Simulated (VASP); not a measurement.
Set up this calculation in VASP 6.6.1, as the native input.

```
Task                   : single point
Functional             : r2SCAN
Potentials or basis    : VASP PAW PBE potentials, release 64 (Na_pv, I)
Cutoff                 : 520 eV
k mesh                 : 6 × 6 × 6
Occupations            : gaussian, width 0.02 eV
Spin                   : no spin polarisation
Dipole correction      : no
Further INCAR settings : ALGO = Normal; EDIFF = 1e-06; NBANDS = 14
```

NaI:

```xyz
2
Lattice="0.0000 3.1674 3.1674 3.1674 0.0000 3.1674 3.1674 3.1674 0.0000" Properties=species:S:1:pos:R:3 pbc="T T T"
Na    0.0000    0.0000    0.0000
I     3.1674    3.1674    3.1674
```

This cell differs from its parent crystal: volume scaled by 0.94.

The input as run:

POSCAR

```
NaI
1.0
    0.0000000000      3.1673847169      3.1673847169
    3.1673847169      0.0000000000      3.1673847169
    3.1673847169      3.1673847169      0.0000000000
Na I
1 1
Direct
    0.0000000000      0.0000000000      0.0000000000
    0.5000000000      0.5000000000      0.5000000000
```

INCAR.step1

```
SYSTEM = NaI
  PREC = Accurate
  ENCUT = 520
  ISMEAR = 0
  SIGMA = 0.02
  LREAL = .False.
  LASPH = .True.
  NELM = 60
  NBANDS = 14
  GGA = PE
  ALGO = Normal
  EDIFF = 1E-4
  LWAVE = .True.
  LCHARG = .False.
```

INCAR.step2

```
SYSTEM = NaI
  PREC = Accurate
  ENCUT = 520
  EDIFF = 1E-6
  ISMEAR = 0
  SIGMA = 0.02
  LREAL = .False.
  LASPH = .True.
  NELM = 60
  ALGO = Normal
  ISIF = 2
  LWAVE = .False.
  LCHARG = .False.
  METAGGA = R2SCAN
  LMIXTAU = .True.
  NBANDS = 14
  ISTART = 1
```

KPOINTS

```
regular mesh
0
Gamma
  6 6 6
  0 0 0
```

Potentials or basis: VASP PAW PBE potentials, release 64 (Na_pv, I).

Launch:

```console
$ cat potpaw_PBE.64/Na_pv/POTCAR potpaw_PBE.64/I/POTCAR > POTCAR
$ cp INCAR.step1 INCAR
$ mpirun -np 1 vasp_std > vasp.out
$ cp INCAR.step2 INCAR
$ mpirun -np 1 vasp_std > vasp.out
```

Results of the run:

```json
{
 "Pressure": "1.1 GPa",
 "Band gap on the k mesh": "4.65 eV, direct"
}
```

Caveat: the PAW data sets were made with another functional, which shifts forces and pressure a little; spin-orbit coupling is left out, which moves the levels of the heavy elements.

It took 50 s on 1 thread of Intel(R) Xeon(R) Platinum 8488C (Sapphire Rapids), with other jobs on the host, peak memory 0.21 GiB.
